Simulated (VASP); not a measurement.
Here is a VASP 6.6.1 calculation.

INCAR

```
SYSTEM = BN
PREC = Accurate
ENCUT = 520
EDIFF = 1E-6
ISMEAR = 0
SIGMA = 0.02
LREAL = .FALSE.
LASPH = .TRUE.
NELM = 100
ALGO = Normal
ISIF = 2
LWAVE = .FALSE.
LCHARG = .FALSE.
GGA = PE
IVDW = 12
NBANDS = 16
```

KPOINTS

```
Automatic mesh
0
G
  12 12 4
  0 0 0
```

Contents of POSCAR:

```
BN
1.0
    2.5080139171      0.0000000000      0.0000000000
   -1.2540069585      2.1720037653      0.0000000000
    0.0000000000      0.0000000000      6.7850361086
B N
2 2
Direct
    0.0000000000      0.0000000000      0.5000000000
    0.3333333333      0.6666666667      0.0000000000
    0.0000000000      0.0000000000      0.0000000000
    0.6666666667      0.3333333333      0.5000000000
```

Potentials or basis: VASP PAW PBE potentials, release 64 (B, N).

Run with:

```console
$ cat potpaw_PBE.64/B/POTCAR potpaw_PBE.64/N/POTCAR > POTCAR
$ mpirun -np 1 vasp_std > vasp.out
```

(1) Estimate the pressure.

(2) What does it give for the band gap on the k mesh?

Answers

(1) -0.6 GPa.

(2) 4.38 eV, indirect (least direct gap 4.50 eV).
